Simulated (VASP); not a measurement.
NiSb: single point with PBE

The system is NiSb.

```
Ni Sb
1.0
     0.00000    2.85538    2.85538
     2.85538    0.00000    2.85538
     2.85538    2.85538    0.00000
Ni Sb
1 1
Direct
  0.00000 0.00000 0.00000
  0.25000 0.25000 0.25000
```

```json
{
  "Program": "VASP 6.6.1",
  "Task": "single point",
  "Functional": "PBE",
  "Potentials or basis": "VASP PAW PBE potentials, release 64 (Ni, Sb)",
  "Cutoff": "520 eV",
  "k mesh": "14 × 14 × 14",
  "Occupations": "gaussian, width 0.1 eV",
  "Spin": "no spin polarisation"
}
```

The pressure is -0.1 GPa. The band gap on the k mesh is zero (an odd number of electrons rules out a gap without spin polarisation).

Levels at points of the mesh, in eV from the Fermi level:
| k point | band 3 | band 4 | band 5 | band 6 | band 7 | band 8 | band 9 | band 10 | band 11 | band 12 |
| --- | --- | --- | --- | --- | --- | --- | --- | --- | --- | --- |
| (0.00, 0.00, 0.00) | -2.64 | -2.64 | -1.60 | -1.60 | 3.42 | 3.42 | 3.42 | 5.35 | 6.25 | 6.25 |
| (0.50, 0.00, 0.00) | -2.49 | -2.49 | -1.56 | -1.56 | -1.46 | 1.75 | 1.75 | 4.89 | 6.90 | 6.90 |
| (0.50, 0.50, 0.00) | -2.12 | -2.12 | -1.70 | -1.51 | -1.34 | -0.45 | -0.45 | 3.96 | 4.30 | 13.37 |

It took 120 s on 1 thread of AMD EPYC 7R13, with other jobs on the host, peak memory 0.19 GiB.

Caveat: spin-orbit coupling is left out, which moves the levels of the heavy elements. Spin polarisation is off, so any magnetic state and its effect on volume and gap are missing.
